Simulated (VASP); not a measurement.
# BP2 (P4/mmm) in VASP: notebook, part 2 of 2

VASP 6.6.1. Earlier steps stand in the parts before.

## Step 4: Relaxation of cell and atoms, PBE

This run uses another cell than the first one, of 12.98 Å³/atom, 0.691 times its volume.

INCAR

```
ALGO = Normal ; EDIFF = 1E-6
EDIFFG = -0.01 ; ENCUT = 600
GGA = PE ; IBRION = 2
ISIF = 3 ; ISMEAR = 0
LASPH = T ; LCHARG = F
LREAL = F ; LWAVE = F
NELM = 100 ; NSW = 100
PREC = Accurate ; SIGMA = 0.1
```

KPOINTS

```
k-points
0
Gamma
  12 12 20
```

POSCAR

```
BP2
1.0
    4.0758259793      0.0000000000      0.0000000000
    0.0000000000      4.0758259793      0.0000000000
    0.0000000000      0.0000000000      2.3437419207
B P
1 2
Direct
    0.5000000000      0.5000000000      0.0000000000
    0.0000000000      0.5000000000      0.0000000000
    0.5000000000      0.0000000000      0.0000000000
```

Potentials or basis: VASP PAW PBE potentials, release 64 (B, P).

Run with:

```
$ cat potpaw_PBE.64/B/POTCAR potpaw_PBE.64/P/POTCAR > POTCAR
$ mpirun -np 1 vasp_std > vasp.out
```

OUTCAR:

```text
EDIFF = 1E-6
   EDIFFG = -0.01
   ENCUT = 600
   GGA = PE
   IBRION = 2
   ISIF = 3
   ISMEAR = 0
   LASPH = T
   LREAL = F
   NELM = 100
   NSW = 100
   PREC = Accurate

 ion  position               nearest neighbor table
   1  0.500  0.500  0.000-   2 2.04   3 2.04   3 2.04   2 2.04
   2  0.000  0.500  0.000-   1 2.04   1 2.04   3 2.88   3 2.88   3 2.88   3 2.88
   3  0.500  0.000  0.000-   1 2.04   1 2.04   2 2.88   2 2.88   2 2.88   2 2.88

  LATTYP: Found a simple tetragonal cell.
 ALAT       =     4.0758259793
 C/A-ratio  =     0.5750348353

  Lattice vectors:

 A1 = (   4.0758259793,   0.0000000000,   0.0000000000)
 A2 = (   0.0000000000,   4.0758259793,   0.0000000000)
 A3 = (   0.0000000000,   0.0000000000,   2.3437419207)

Analysis of symmetry for initial positions (statically):
=====================================================================
 Subroutine PRICEL returns:
 Original cell was already a primitive cell.

 Routine SETGRP: Setting up the symmetry group for a
 simple tetragonal supercell.

 Subroutine GETGRP returns: Found 16 space group operations
 (whereof 16 operations were pure point group operations)
 out of a pool of 16 trial point group operations.

The static configuration has the point symmetry D_4h.

Analysis of symmetry for dynamics (positions and initial velocities):
=====================================================================
 Subroutine PRICEL returns:
 Original cell was already a primitive cell.

 Routine SETGRP: Setting up the symmetry group for a
 simple tetragonal supercell.

 Subroutine GETGRP returns: Found 16 space group operations
 (whereof 16 operations were pure point group operations)
 out of a pool of 16 trial point group operations.

The dynamic configuration has the point symmetry D_4h.

 Subroutine INISYM returns: Found 16 space group operations
 (whereof 16 operations are pure point group operations),
 and found     1 'primitive' translations

----------------------------------------------------------------------------------------

                                     Primitive cell

  volume of cell :      38.9351

  direct lattice vectors                    reciprocal lattice vectors
     4.075825979  0.000000000  0.000000000     0.245349042  0.000000000  0.000000000
     0.000000000  4.075825979  0.000000000     0.000000000  0.245349042  0.000000000
     0.000000000  0.000000000  2.343741921     0.000000000  0.000000000  0.426668137

  length of vectors
     4.075825979  4.075825979  2.343741921     0.245349042  0.245349042  0.426668137

  position of ions in fractional coordinates (direct lattice)
     0.500000000  0.500000000  0.000000000
     0.000000000  0.500000000  0.000000000
     0.500000000  0.000000000  0.000000000

  ion indices of the primitive-cell ions
   primitive index   ion index
                 1           1
                 2           2
                 3           3

----------------------------------------------------------------------------------------

 KPOINTS: k-points

Automatic generation of k-mesh.
 Grid dimensions read from file:
 generate k-points for:   12   12   20

 Generating k-lattice:

  Cartesian coordinates                     Fractional coordinates (reciprocal lattice)
[... 51 lines left out ...]
   PREC   = accura    normal or accurate (medium, high low for compatibility)
   ISTART =      0    job   : 0-new  1-cont  2-samecut
   ICHARG =      2    charge: 1-file 2-atom 10-const
   ISPIN  =      1    spin polarized calculation?
   LNONCOLLINEAR =      F non collinear calculations
   LSORBIT =      F    spin-orbit coupling
   LASPH  =      T    aspherical Exc in radial PAW
   ENCUT  =  600.0 eV  44.10 Ry    6.64 a.u.   8.14  8.14  4.68*2*pi/ulx,y,z
   NELM   =    100;   NELMIN=  2; NELMDL= -5     # of ELM steps
   EDIFF  = 0.1E-05   stopping-criterion for ELM
   LREAL  =      F    real-space projection
   EDIFFG = -.1E-01   stopping-criterion for IOM
   NSW    =    100    number of steps for IOM
   IBRION =      2    ionic relax: 0-MD 1-quasi-New 2-CG
   NFREE  =      1    steps in history (QN), initial steepest desc. (CG)
   ISIF   =      3    stress and relaxation
   ISYM   =      2    0-nonsym 1-usesym 2-fastsym
   POTIM  = 0.5000    time-step for ionic-motion
   TEBEG  =    0.0;   TEEND  =   0.0 temperature during run
   PSTRESS=    0.0 pullay stress
   NELECT =      13.0000    total number of electrons
   NUPDOWN=      -1.0000    fix difference up-down
   EMIN   =  10.00;   EMAX   =-10.00  energy-range for DOS
   EFERMI =   0.00;   METHOD = LEGACY
   ISMEAR =     0;   SIGMA  =   0.10  broadening in eV -4-tet -1-fermi 0-gaus
   EFERMI_NEDOS =   21; number of points for ismear=-14 and -15
   IALGO  =     38    algorithm
   IMIX   =      4    mixing-type and parameters
     AMIX     =   0.40;   BMIX     =  1.00
     AMIX_MAG =   1.60;   BMIX_MAG =  1.00
  volume/ion in A,a.u.               =      12.98        87.58
  Fermi-wavevector in a.u.,A,eV,Ry     =   1.135731  2.146221 17.549959  1.289886
  Thomas-Fermi vector in A             =   2.272436
   LORBIT       =      0    0 simple, 1 ext, 2 COOP (PROOUT), +10 PAW based schemes
   GGA     = PE    functional components
   LHFCALC =     F    Hartree Fock is set to
   AEXX    =    0.0000 exact exchange contribution
   IVDW    =     0    specifies the selected vdW correction
   LEPSILON=     F    determine dielectric tensor
   LRPA    =     F    only Hartree local field effects (RPA)
 conjugate gradient relaxation of ions
 non-spin polarized calculation
 Gauss-broadening in eV      SIGMA  =   0.10
  energy-cutoff  :      600.00
  volume of cell :       38.94
 maximum number of plane-waves:      1322
 NGX is ok and might be reduce to    36
   NGX = 17   NGY = 17   NGZ =  9

--------------------------------------- Ionic step        1  -------------------------------------------

 number of electron      13.0000000 magnetization

 Free energy of the ion-electron system (eV)
  ---------------------------------------------------
  ext. energy  EPLUGINS =         0.00000000
  ---------------------------------------------------
  free energy    TOTEN  =       -15.13404137 eV

  energy without entropy =      -15.12792304  energy(sigma->0) =      -15.13098221

------------------------ aborting loop because EDIFF is reached ----------------------------------------

  FORCE on cell =-STRESS in cart. coord.  units (eV):
  Direction    XX          YY          ZZ          XY          YZ          ZX
  --------------------------------------------------------------------------------------
  -------------------------------------------------------------------------------------
  Total        1.2491696      1.2491696     -2.3182883      0.0000000      0.0000000      0.0000000
  in kB       51.4032929     51.4032929    -95.3974960      0.0000000      0.0000000      0.0000000
  external PRESSURE =       2.4696966 kB  Pullay stress =       0.0000000 kB
[... 246 lines left out ...]
--------------------------------------- Ionic step        8  -------------------------------------------

 number of electron      13.0000000 magnetization

 Free energy of the ion-electron system (eV)
  ---------------------------------------------------
  ext. energy  EPLUGINS =         0.00000000
  ---------------------------------------------------
  free energy    TOTEN  =       -15.22339702 eV

  energy without entropy =      -15.21745580  energy(sigma->0) =      -15.22042641

 E-fermi :   7.7946     XC(G=0): -10.9955

 val. band max:        7.7929548206   @ k =   0.3333   0.3333   0.1500
 cond. band min:       7.7960002432   @ k =   0.4167   0.0000   0.2500
 fundamental gap:      0.0030454227
 Fermi energy:         7.7945850607

 k-point     1 :       0.0000    0.0000    0.0000
  band No.  band energies     occupation
      1      -8.1835      2.00000
      2      -3.5755      2.00000
      3       0.2301      2.00000
      4       0.2301      2.00000
      5       3.1856      2.00000
      6       6.9507      2.00000
      7       6.9507      2.00000
      8      11.9806      0.00000
      9      12.0851      0.00000
     10      15.7147      0.00000
[... 287 lines left out ...]
 k-point    24 :       0.4167    0.3333    0.0000
  band No.  band energies     occupation
      1      -6.4717      2.00000
      2      -5.7111      2.00000
      3      -2.9117      2.00000
      4       1.6333      2.00000
      5       5.6420      2.00000
      6       8.0743      0.00008
      7       8.8601      0.00000
      8      11.2537      0.00000
      9      14.2313      0.00000
     10      15.2439      0.00000

 [... further k-points ...]

------------------------ aborting loop because EDIFF is reached ----------------------------------------

  FORCE on cell =-STRESS in cart. coord.  units (eV):
  Direction    XX          YY          ZZ          XY          YZ          ZX
  --------------------------------------------------------------------------------------
  -------------------------------------------------------------------------------------
  Total        0.0024569      0.0024569      0.0000724      0.0000000     -0.0000000      0.0000000
  in kB        0.1005801      0.1005801      0.0029654      0.0000000     -0.0000000      0.0000000
  external PRESSURE =       0.0680419 kB  Pullay stress =       0.0000000 kB
[... 18 lines left out ...]
  FREE ENERGIE OF THE ION-ELECTRON SYSTEM (eV)
  ---------------------------------------------------
  free  energy   TOTEN  =       -15.2233970165 eV

  energy  without entropy=      -15.2174558005  energy(sigma->0) =      -15.22042641

 reached required accuracy - stopping structural energy minimisation
```

It took 3.9 min on 1 thread of AMD EPYC 9R45 (Zen 5), shared host; peak memory 0.25 GiB.

Results:

```
Free energy                            : -15.2234 eV
Relaxed volume                         : 13.05 Å³/atom
Relaxed cell                           : a = 4.181 Å, b = 4.181 Å, c = 2.239 Å, α = 90.00°, β = 90.00°, γ = 90.00°
Space group after relaxing (to 0.05 Å) : P4/mmm (No. 123)
Energy gained by relaxing              : 29.8 meV/atom
Ionic steps                            : 8
Pressure after relaxing                : 0.0 GPa
```

The path:
| step | energy change (eV) | largest force (eV/Å) | pressure (GPa) | volume (Å³) |
| --- | --- | --- | --- | --- |
| 1 | 0.0000 | 0.0000 | 0.25 | 38.94 |
| 2 | -0.0859 | 0.0000 | 0.19 | 39.00 |
| 3 | -0.0892 | 0.0000 | 0.38 | 39.01 |
| 4 | -0.0892 | 0.0000 | 0.40 | 39.01 |
| 5 | -0.0893 | 0.0000 | -0.17 | 39.20 |
| 6 | -0.0893 | 0.0000 | 0.00 | 39.14 |
| 7 | -0.0893 | 0.0000 | 0.01 | 39.14 |
| 8 | -0.0894 | 0.0000 | 0.01 | 39.14 |

Final structure:
```xyz
3
Lattice="4.1806 0.0000 0.0000 0.0000 4.1806 0.0000 0.0000 0.0000 2.2393" Properties=species:S:1:pos:R:3 pbc="T T T"
B     2.0903    2.0903    0.0000
P     0.0000    2.0903    2.2393
P     2.0903    4.1806    2.2393
```

Levels at points of the mesh, in eV from the Fermi level:
```tsv
k point	band 3	band 4	band 5	band 6	band 7	band 8	band 9	band 10
(0.00, 0.00, 0.00)	-7.56	-7.56	-4.61	-0.84	-0.84	4.19	4.29	7.92
(0.50, 0.00, 0.00)	-7.25	-6.88	-3.37	-3.18	1.34	2.78	8.51	9.39
(0.50, 0.50, 0.00)	-11.57	-6.73	0.29	1.32	1.32	1.64	5.56	8.10
(0.00, 0.00, 0.50)	-5.01	-4.28	-3.46	-3.46	-0.03	1.85	3.48	3.48
(0.50, 0.00, 0.50)	-7.24	-6.41	-2.98	-1.43	-1.02	1.38	2.20	4.74
(0.50, 0.50, 0.50)	-6.44	-6.24	-6.24	-4.12	-1.62	2.78	4.35	5.87
```

## Step 5: The runs side by side

| task | cell | k mesh | cutoff (eV) | gap on the mesh (eV) | pressure (GPa) | relaxed volume (Å³/atom) |
| --- | --- | --- | --- | --- | --- | --- |
| relaxation of cell and atoms | relaxed from a = 3.522, b = 3.522, c = 4.541 Å, 3 atoms | 6 × 6 × 4 | 600 | none | 0.1 | 13.14 |
| single point | a = 4.182, b = 4.182, c = 2.242 Å, 3 atoms | 12 × 12 × 20 | 520 | none | -0.2 | - |
| relaxation of cell and atoms | relaxed from a = 4.076, b = 4.076, c = 2.344 Å, 3 atoms | 12 × 12 × 20 | 600 | none | 0.0 | 13.05 |

Alike in all rows: level PBE; potentials or basis VASP PAW PBE potentials, release 64 (B, P); no spin polarisation; smearing gaussian 0.1 eV.

Caveats: the volume moved by over 15 % at a fixed basis, so the end points are rough (some runs); this functional lacks dispersion, which binds the layers, so the pressure and a relaxed spacing across them are unreliable (some runs).

Total energies depend on the potentials used, so only differences within one code and one set of settings carry meaning.
